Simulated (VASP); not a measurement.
A run of VASP 6.6.1:

INCAR

```
AGGAC = 1.0
AGGAX = 1.0
ALDAC = 0.0
ALDAX = 1.0
ALGO = Normal
EDIFF = 1E-6
ENCUT = 520
GGA = B5
ISIF = 2
ISMEAR = -1
IVDW = 13
LASPH = T
LCHARG = F
LREAL = F
LWAVE = F
NBANDS = 17
NELM = 60
PREC = Accurate
SIGMA = 0.05
VDW_A1 = 0.44488865
VDW_A2 = 4.0933009
VDW_S6 = 1.0
VDW_S8 = 2.34076671
```

KPOINTS

```
k-points
0
Gamma
  7 7 7
```

File POSCAR:

```
SnTe
1.0
    0.0000000000      3.1508500000      3.1508500000
    3.1508500000      0.0000000000      3.1508500000
    3.1508500000      3.1508500000      0.0000000000
Te Sn
1 1
Direct
    0.5000000000      0.5000000000      0.5000000000
    0.0000000000      0.0000000000      0.0000000000
```

Potentials or basis: VASP PAW PBE potentials, release 64 (Te, Sn_d).

The run is started by

```bash
$ cat potpaw_PBE.64/Te/POTCAR potpaw_PBE.64/Sn_d/POTCAR > POTCAR
$ mpirun -np 1 vasp_std > vasp.out
```

Hardware: 1 thread of AMD EPYC 7R43 64-Core Processor (Zen 3), on a shared host.

Q: Estimate the wall time of this run.

A: Run time: 48 s on 1 thread of AMD EPYC 7R43 64-Core Processor (Zen 3), on a shared host, peak memory 0.17 GiB. Counts: scf iterations 12, k points 20.
